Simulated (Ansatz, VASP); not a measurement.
# One calculation of CoO, two programs

File INCAR:

```
PREC = Accurate ; ENCUT = 520
EDIFF = 1E-8 ; ISMEAR = -1
SIGMA = 0.03 ; LREAL = False
LASPH = True ; NELM = 150
ALGO = Normal ; ISIF = 2
LWAVE = False ; LCHARG = False
ISPIN = 2 ; MAGMOM = 2 0
LORBIT = 11 ; LMAXMIX = 4
GGA = PE ; LEFG = True
NBANDS = 18
```

KPOINTS

```
regular mesh
0
Gamma
  13 13 15
```

The input POSCAR:

```
CoO
1.0
   -1.5622289045      1.4990114059      2.1072499549
    1.4990114059     -1.5622289045      2.1072499549
    1.5169888999      1.5169888999     -2.1524899595
Co O
1 1
Direct
    0.0000000000      0.0000000000      0.0000000000
    0.5000000000      0.5000000000      0.0000000000
```

Input for Ansatz:

```yaml
crystal:
  lattice:
    - [-1.5622289045, 1.4990114059, 2.1072499549]
    - [1.4990114059, -1.5622289045, 2.1072499549]
    - [1.5169888999, 1.5169888999, -2.1524899595]
  atoms:
    - { symbol: Co, position: [0.0, 0.0, 0.0], spin: 2.0 }
    - { symbol: O, position: [0.5, 0.5, 0.0] }
magnetization:
  spin_polarized: true
kpoints:
  mp_grid: { grid: [13, 13, 15] }
scf:
  occupations: { method: fermi_dirac, width: 0.03 }
hamiltonian:
  xc: pbe
  pseudopotentials: { kind: all_electron, datasets: crystal }
output:
  forces: true
  stress: true
  eigenvalues: true
  efg: { contact_densities: true }
```

Change from the starting cell: equal xy, yz and zx shear strains of -3 %, crystal datasets.

Alike in both runs: task electric field gradients; functional PBE; k mesh 13 × 13 × 15; occupations fermi-dirac, width 0.03 eV; collinear spin.

|  | VASP | Ansatz |
| --- | --- | --- |
| version | VASP 6.6.1 | Ansatz 0.2.0 |
| potentials or method | VASP PAW PBE potentials, release 64 (Co, O), cutoff 520 eV | all-electron PAW with datasets made for the crystal, scalar-relativistic |

Ansatz gave:

- pressure (GPa): -0.1
- traceless stress, the component that is largest in VASP (GPa): -0.55
- net moment per atom (μB): 1.45
- size of the moment on the site where the two differ most (μB): 2.47
- size of Vzz on the site where it differs most (V/Å²): 21.3

Estimate VASP's values.

pressure (GPa): -0.6; traceless stress, the component that is largest in VASP (GPa): -0.50; net moment per atom (μB): 1.44; size of the moment on the site where the two differ most (μB): 2.54; size of Vzz on the site where it differs most (V/Å²): 17.3.

Site moments also hang on the region over which each program counts them. Ansatz ran all-electron here, and VASP with PAW potentials.
